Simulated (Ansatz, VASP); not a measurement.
Zr in VASP and in Ansatz

```
Zr
1.0
    -1.77305    1.77305    1.77305
     1.77305   -1.77305    1.77305
     1.77305    1.77305   -1.77305
Zr
1
Direct
  0.00000 0.00000 0.00000
```

Alike in both runs: task relaxation of cell and atoms; functional PBE; k mesh 13 × 13 × 13; occupations fermi-dirac, width 0.05 eV; no spin polarisation.

|  | VASP | Ansatz |
| --- | --- | --- |
| version | VASP 6.6.1 | Ansatz 0.2.0 |
| potentials or method | VASP PAW PBE potentials, release 64 (Zr_sv), cutoff 600 eV | all-electron LAPW, scalar-relativistic |

```tsv
	VASP	Ansatz	Ansatz less VASP
relaxed volume (Å³/atom)	22.82	22.81	-0.003
relaxed cell length with the largest relative difference (Å)	3.095	3.095	-0.0001
```

Ansatz ran all-electron here, and VASP with PAW potentials.
